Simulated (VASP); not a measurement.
Input of a VASP 6.6.1 run:

File INCAR:

```
SYSTEM = TaN
  ALGO = Normal
  EDIFF = 1E-6
  ENCUT = 600
  GGA = CA
  GGA_COMPAT = .False.
  ISIF = 2
  ISMEAR = -1
  LASPH = .True.
  LCHARG = .False.
  LREAL = .False.
  LWAVE = .False.
  NBANDS = 15
  NELM = 120
  PREC = Accurate
  SIGMA = 0.1
```

The input KPOINTS:

```
k-points
0
Gamma
  4 4 4
  0 0 0
```

Contents of POSCAR:

```
TaN
1.0
    2.9380000000      0.0000000000      0.0000000000
   -1.4690000000      2.5443826400      0.0000000000
    0.0000000000      0.0000000000      2.8830000000
Ta N
1 1
Direct
    0.3333333333      0.6666666667      0.5000000000
    0.0000000000      0.0000000000      0.0000000000
```

Potentials or basis: VASP PAW LDA potentials, release 64 (Ta_pv, N).

Command:

```sh
$ cat potpaw_LDA.64/Ta_pv/POTCAR potpaw_LDA.64/N/POTCAR > POTCAR
$ mpirun -np 1 vasp_std > vasp.out
```

(1) Estimate the band gap on the k mesh.

(2) Predict the pressure.

Answers

(1) zero (filled and empty bands touch).

(2) -9.3 GPa.

Caveat: the k points lie up to 0.62 Å⁻¹ apart; spin-orbit coupling is left out, which moves the levels of the heavy elements.
